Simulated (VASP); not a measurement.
A run of VASP 6.6.1:

The input POSCAR:

```
Sn3Te
1.0
    4.8329658348      0.0000000000      0.0000000000
    0.0000000000      4.8329658348      0.0000000000
    0.0000000000      0.0000000000      4.8329658348
Te Sn
1 3
Direct
    0.0000000000      0.0000000000      0.0000000000
    0.0000000000      0.5000000000      0.5000000000
    0.5000000000      0.0000000000      0.5000000000
    0.5000000000      0.5000000000      0.0000000000
```

File INCAR.step1:

```
SYSTEM = Sn3Te
PREC = Accurate
ENCUT = 520
ISMEAR = -1
SIGMA = 0.05
LREAL = .False.
LASPH = .True.
NELM = 100
NBANDS = 32
GGA = PE
ALGO = Normal
EDIFF = 1E-4
LWAVE = .True.
LCHARG = .False.
```

INCAR.step2

```
SYSTEM = Sn3Te
PREC = Accurate
ENCUT = 520
EDIFF = 1E-6
ISMEAR = -1
SIGMA = 0.05
LREAL = .False.
LASPH = .True.
NELM = 100
ALGO = Normal
ISIF = 2
LWAVE = .False.
LCHARG = .False.
METAGGA = R2SCAN
LMIXTAU = .True.
NBANDS = 32
ISTART = 1
```

KPOINTS

```
Automatic mesh
0
Gamma
  6 6 6
  0 0 0
```

Potentials or basis: VASP PAW PBE potentials, release 64 (Te, Sn_d).

Command:

```sh
$ cat potpaw_PBE.64/Te/POTCAR potpaw_PBE.64/Sn_d/POTCAR > POTCAR
$ cp INCAR.step1 INCAR
$ mpirun -np 1 vasp_std > vasp.out
$ cp INCAR.step2 INCAR
$ mpirun -np 1 vasp_std > vasp.out
```

Hardware: 1 thread of AMD EPYC 9R45 (Zen 5) (shared host).

Problem. Estimate the wall time of this run.

Solution. It took 3.5 min on 1 thread of AMD EPYC 9R45 (Zen 5), on a shared host, peak memory 0.21 GiB. Counts: k points 20.
